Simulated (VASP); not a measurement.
# Sc (Im-3m) in VASP: a series of runs

The runs below take Sc through single point, with PBEsol.

Everything below comes from runs of VASP 6.6.1. Logs are shortened: lines on timing, memory, paths and dates and some standing lists are left out, and cuts for length are marked.

### Step 1. The cell of the first run

It takes space group Im-3m (No. 229, cubic). Conventional cell: a = 3.858 Å, b = 3.858 Å, c = 3.858 Å, α = 90.00°, β = 90.00°, γ = 90.00°. Within 4.4 Å of Sc (site symmetry m-3m) lie 14 Sc at 3.34 to 3.86 Å.

This isn't the form of Sc at room conditions, which is hcp.

### Step 2. Single point, PBEsol (Al replaced by Sc, lengths x 1.243, strained)

INCAR reads:

```
PREC = Accurate ; ENCUT = 520
EDIFF = 1E-6 ; ISMEAR = 0
SIGMA = 0.1 ; LREAL = False
LASPH = True ; NELM = 80
ALGO = Fast ; ISIF = 2
LWAVE = False ; LCHARG = False
GGA = PS ; NBANDS = 12
```

KPOINTS reads:

```
Automatic mesh
0
Gamma
  6 6 6
```

POSCAR reads:

```
Sc
1.0
   -1.9291508267      1.9291508267      1.9291508267
    1.9291508267     -1.9291508267      1.9291508267
    1.9291508267      1.9291508267     -1.9291508267
Sc
1
Direct
    0.0000000000      0.0000000000      0.0000000000
```

Potentials or basis: VASP PAW PBE potentials, release 64 (Sc_sv).

Command:

```
$ cat potpaw_PBE.64/Sc_sv/POTCAR > POTCAR
$ mpirun -np 1 vasp_std > vasp.out
```

OUTCAR:

```text
PREC = Accurate
   ENCUT = 520
   EDIFF = 1E-6
   ISMEAR = 0
   LREAL = False
   LASPH = True
   NELM = 80
   ISIF = 2
   GGA = PS

 ion  position               nearest neighbor table
   1  0.000  0.000  0.000-

  LATTYP: Found a body centered cubic cell.
 ALAT       =     3.8583016534

  Lattice vectors:

 A1 = (  -1.9291508267,   1.9291508267,   1.9291508267)
 A2 = (   1.9291508267,  -1.9291508267,   1.9291508267)
 A3 = (   1.9291508267,   1.9291508267,  -1.9291508267)

Analysis of symmetry for initial positions (statically):
=====================================================================
 Subroutine PRICEL returns:
 Original cell was already a primitive cell.

 Routine SETGRP: Setting up the symmetry group for a
 body centered cubic supercell.

 Subroutine GETGRP returns: Found 48 space group operations
 (whereof 48 operations were pure point group operations)
 out of a pool of 48 trial point group operations.

The static configuration has the point symmetry O_h .

Analysis of symmetry for dynamics (positions and initial velocities):
=====================================================================
 Subroutine PRICEL returns:
 Original cell was already a primitive cell.

 Routine SETGRP: Setting up the symmetry group for a
 body centered cubic supercell.

 Subroutine GETGRP returns: Found 48 space group operations
 (whereof 48 operations were pure point group operations)
 out of a pool of 48 trial point group operations.

The dynamic configuration has the point symmetry O_h .

 Subroutine INISYM returns: Found 48 space group operations
 (whereof 48 operations are pure point group operations),
 and found     1 'primitive' translations

----------------------------------------------------------------------------------------

                                     Primitive cell

  volume of cell :      28.7183

  direct lattice vectors                    reciprocal lattice vectors
    -1.929150827  1.929150827  1.929150827     0.000000000  0.259181394  0.259181394
     1.929150827 -1.929150827  1.929150827     0.259181394  0.000000000  0.259181394
     1.929150827  1.929150827 -1.929150827     0.259181394  0.259181394  0.000000000

  length of vectors
     3.341387247  3.341387247  3.341387247     0.366537842  0.366537842  0.366537842

  position of ions in fractional coordinates (direct lattice)
     0.000000000  0.000000000  0.000000000

  ion indices of the primitive-cell ions
   primitive index   ion index
                 1           1

----------------------------------------------------------------------------------------

 KPOINTS: Automatic mesh

Automatic generation of k-mesh.
 Grid dimensions read from file:
 generate k-points for:    6    6    6

 Generating k-lattice:

  Cartesian coordinates                     Fractional coordinates (reciprocal lattice)
     0.000000000  0.043196899  0.043196899     0.166666667  0.000000000  0.000000000
     0.043196899  0.000000000  0.043196899     0.000000000  0.166666667  0.000000000
     0.043196899  0.043196899  0.000000000     0.000000000  0.000000000  0.166666667

  Length of vectors
     0.061089640  0.061089640  0.061089640

  Shift w.r.t. Gamma in fractional coordinates (k-lattice)
     0.000000000  0.000000000  0.000000000

 Subroutine IBZKPT returns following result:
 ===========================================

 Found     16 irreducible k-points:

 Following reciprocal coordinates:
            Coordinates               Weight
  0.000000  0.000000  0.000000      1.000000
  0.166667  0.000000  0.000000     12.000000
  0.333333  0.000000  0.000000     12.000000
  0.500000  0.000000  0.000000      6.000000
  0.166667  0.166667  0.000000     24.000000
  0.333333  0.166667 -0.000000     48.000000
[... 8 lines left out ...]
  0.500000  0.500000  0.333333     12.000000
  0.500000  0.500000  0.500000      1.000000
   k-points           NKPTS =     16   k-points in BZ     NKDIM =     16   number of bands    NBANDS=     12
   number of dos      NEDOS =    301   number of ions     NIONS =      1
   total plane-waves  NPLWV =  21952
   dimension x,y,z NGX =    28 NGY =   28 NGZ =   28
   dimension x,y,z NGXF=    56 NGYF=   56 NGZF=   56
   ions per type =               1
   NGX,Y,Z   is equivalent  to a cutoff of  13.93, 13.93, 13.93 a.u.
   NGXF,Y,Z  is equivalent  to a cutoff of  27.86, 27.86, 27.86 a.u.
 SYSTEM =  unknown system
   PREC   = accura    normal or accurate (medium, high low for compatibility)
   ISTART =      0    job   : 0-new  1-cont  2-samecut
   ICHARG =      2    charge: 1-file 2-atom 10-const
   ISPIN  =      1    spin polarized calculation?
   LNONCOLLINEAR =      F non collinear calculations
   LSORBIT =      F    spin-orbit coupling
   LASPH  =      T    aspherical Exc in radial PAW
   ENCUT  =  520.0 eV  38.22 Ry    6.18 a.u.   6.21  6.21  6.21*2*pi/ulx,y,z
   NELM   =     80;   NELMIN=  2; NELMDL= -5     # of ELM steps
   EDIFF  = 0.1E-05   stopping-criterion for ELM
   LREAL  =      F    real-space projection
   EDIFFG = 0.1E-04   stopping-criterion for IOM
   NSW    =      0    number of steps for IOM
   IBRION =     -1    ionic relax: 0-MD 1-quasi-New 2-CG
   NFREE  =      0    steps in history (QN), initial steepest desc. (CG)
   ISIF   =      2    stress and relaxation
   ISYM   =      2    0-nonsym 1-usesym 2-fastsym
   POTIM  = 0.5000    time-step for ionic-motion
   TEBEG  =    0.0;   TEEND  =   0.0 temperature during run
   PSTRESS=    0.0 pullay stress
   NELECT =      11.0000    total number of electrons
   NUPDOWN=      -1.0000    fix difference up-down
   EMIN   =  10.00;   EMAX   =-10.00  energy-range for DOS
   EFERMI =   0.00;   METHOD = LEGACY
   ISMEAR =     0;   SIGMA  =   0.10  broadening in eV -4-tet -1-fermi 0-gaus
   EFERMI_NEDOS =   21; number of points for ismear=-14 and -15
   IALGO  =     68    algorithm
   IMIX   =      4    mixing-type and parameters
     AMIX     =   0.40;   BMIX     =  1.00
     AMIX_MAG =   1.60;   BMIX_MAG =  1.00
  volume/ion in A,a.u.               =      28.72       193.80
  Fermi-wavevector in a.u.,A,eV,Ry     =   1.188921  2.246734 19.232275  1.413532
  Thomas-Fermi vector in A             =   2.325039
   LORBIT       =      0    0 simple, 1 ext, 2 COOP (PROOUT), +10 PAW based schemes
   GGA     = PS    functional components
   LHFCALC =     F    Hartree Fock is set to
   AEXX    =    0.0000 exact exchange contribution
   IVDW    =     0    specifies the selected vdW correction
   LEPSILON=     F    determine dielectric tensor
   LRPA    =     F    only Hartree local field effects (RPA)
 non-spin polarized calculation
 RMM-DIIS sequential band-by-band and
 Gauss-broadening in eV      SIGMA  =   0.10
  energy-cutoff  :      520.00
  volume of cell :       28.72
 maximum number of plane-waves:       784
 NGX is ok and might be reduce to    28
   NGX = 13   NGY = 13   NGZ = 13

 number of electron      11.0000002 magnetization

 Free energy of the ion-electron system (eV)
  ---------------------------------------------------
  ext. energy  EPLUGINS =         0.00000000
  ---------------------------------------------------
  free energy    TOTEN  =        -6.37437467 eV

  energy without entropy =       -6.35828594  energy(sigma->0) =       -6.36633030

 E-fermi :   2.8073     XC(G=0):  -9.3915

 val. band max:        2.7547366127   @ k =   0.3333   0.1667   0.1667
 cond. band min:       2.8439788003   @ k =   0.3333   0.1667  -0.0000
 fundamental gap:      0.0892421876
 Fermi energy:         2.8072895885

 k-point     1 :       0.0000    0.0000    0.0000
  band No.  band energies     occupation
      1     -46.9539      2.00000
      2     -25.5117      2.00000
      3     -25.5117      2.00000
      4     -25.5117      2.00000
      5      -2.0803      2.00000
      6       4.0562      0.00000
      7       4.0562      0.00000
      8       4.0562      0.00000
      9       5.2432      0.00000
     10       5.2432      0.00000
     11      16.0042      0.00000
     12      16.0042      0.00000

 k-point     2 :       0.1667    0.0000    0.0000
  band No.  band energies     occupation
      1     -46.9457      2.00000
      2     -25.5713      2.00000
      3     -25.5313      2.00000
      4     -25.5117      2.00000
      5      -1.4456      2.00000
      6       3.7922      0.00000
      7       3.8803      0.00000
      8       4.4921      0.00000
      9       5.0430      0.00000
     10       5.2673      0.00000
     11      14.2316      0.00000
     12      15.3538      0.00000

 k-point     3 :       0.3333    0.0000    0.0000
  band No.  band energies     occupation
      1     -46.9293      2.00000
      2     -25.6882      2.00000
      3     -25.5704      2.00000
      4     -25.5117      2.00000
      5       0.1562      2.00000
      6       3.2432      0.00000
      7       3.3197      0.00000
      8       5.1298      0.00000
      9       5.3760      0.00000
     10       5.5579      0.00000
     11      10.5087      0.00000
     12      13.4379      0.00000
[... 166 lines left out ...]
 k-point    15 :       0.5000    0.5000    0.3333
  band No.  band energies     occupation
      1     -46.9026      2.00000
      2     -25.6961      2.00000
      3     -25.6572      2.00000
      4     -25.6381      2.00000
      5       2.0970      2.00000
      6       2.1259      2.00000
      7       4.8381      0.00000
      8       4.8824      0.00000
      9       6.0891      0.00000
     10       7.4780      0.00000
     11       8.2569      0.00000
     12       9.6688      0.00000

 k-point    16 :       0.5000    0.5000    0.5000
  band No.  band energies     occupation
      1     -46.8965      2.00000
      2     -25.6794      2.00000
      3     -25.6794      2.00000
      4     -25.6794      2.00000
      5       1.9076      2.00000
      6       1.9076      2.00000
      7       6.0322      0.00000
      8       6.0322      0.00000
      9       6.0322      0.00000
     10       8.1233      0.00000
     11       8.1233      0.00000
     12       8.1233      0.00000

------------------------ aborting loop because EDIFF is reached ----------------------------------------

  FORCE on cell =-STRESS in cart. coord.  units (eV):
  Direction    XX          YY          ZZ          XY          YZ          ZX
  --------------------------------------------------------------------------------------
  -------------------------------------------------------------------------------------
  Total       -1.3653795     -1.3653795     -1.3653795      0.0000000      0.0000000      0.0000000
  in kB      -76.1737634    -76.1737634    -76.1737634      0.0000000      0.0000000      0.0000000
  external PRESSURE =     -76.1737634 kB  Pullay stress =       0.0000000 kB

 VOLUME and BASIS-vectors are now :
 -----------------------------------------------------------------------------
  energy-cutoff  :      520.00
  volume of cell :       28.72
      direct lattice vectors                 reciprocal lattice vectors
    -1.929150827  1.929150827  1.929150827     0.000000000  0.259181394  0.259181394
     1.929150827 -1.929150827  1.929150827     0.259181394  0.000000000  0.259181394
     1.929150827  1.929150827 -1.929150827     0.259181394  0.259181394  0.000000000

 POSITION                                       TOTAL-FORCE (eV/Angst)
 -----------------------------------------------------------------------------------
      0.00000      0.00000      0.00000        -0.000000     -0.000000     -0.000000
 -----------------------------------------------------------------------------------
    total drift:                                0.000000      0.000000      0.000000

  FREE ENERGIE OF THE ION-ELECTRON SYSTEM (eV)
  ---------------------------------------------------
  free  energy   TOTEN  =        -6.3743746688 eV

  energy  without entropy=       -6.3582859360  energy(sigma->0) =       -6.36633030
```

Run time: 6.8 s. Hardware: 1 thread of AMD EPYC 7R13 (Zen 3), shared host; peak memory 0.12 GiB.

Results:

| Property | Result |
| --- | --- |
| Free energy | -6.3744 eV |
| Pressure | -7.6 GPa |
| Band gap on the k mesh | zero (an odd number of electrons rules out a gap without spin polarisation) |

Caveat: the k points lie up to 0.38 Å⁻¹ apart, too coarse for converged energies and pressures of a metal; the cell differs from its parent crystal (Al replaced by Sc, lengths x 1.243, strained); the PAW data sets were made with another functional, which shifts forces and pressure a little.

### Step 3. Single point, PBEsol (Al replaced by Sc, lengths x 1.243, strained)

INCAR reads:

```
ALGO = Normal
EDIFF = 1E-6
ENCUT = 520
GGA = PS
ISIF = 2
ISMEAR = 0
LASPH = True
LCHARG = False
LREAL = False
LWAVE = False
NBANDS = 12
NELM = 100
PREC = Accurate
SIGMA = 0.1
```

KPOINTS reads:

```
k-points
0
Gamma
  16 16 16
```

POSCAR is that of step 2.

Potentials or basis: VASP PAW PBE potentials, release 64 (Sc_sv).

Command:

```
$ cat potpaw_PBE.64/Sc_sv/POTCAR > POTCAR
$ mpirun -np 1 vasp_std > vasp.out
```

Run time: 36 s. Hardware: 1 thread of AMD EPYC 7R13 (Zen 3), shared host; peak memory 0.16 GiB.

The run converged. Its results:

- Free energy: -6.3704 eV
- Pressure: -7.6 GPa
- Band gap on the k mesh: zero (an odd number of electrons rules out a gap without spin polarisation)

Levels at points of the mesh, in eV from the Fermi level:
| k point | band 3 | band 4 | band 5 | band 6 | band 7 | band 8 |
| --- | --- | --- | --- | --- | --- | --- |
| (0.00, 0.00, 0.00) | -28.34 | -28.34 | -4.90 | 1.23 | 1.23 | 1.23 |
| (0.50, 0.00, 0.00) | -28.41 | -28.33 | -1.57 | 0.23 | 0.28 | 2.36 |
| (0.50, 0.50, 0.50) | -28.50 | -28.50 | -0.92 | -0.92 | 3.21 | 3.21 |

Caveat: the cell differs from its parent crystal (Al replaced by Sc, lengths x 1.243, strained); the cell stands under tension; the PAW data sets were made with another functional, which shifts forces and pressure a little.
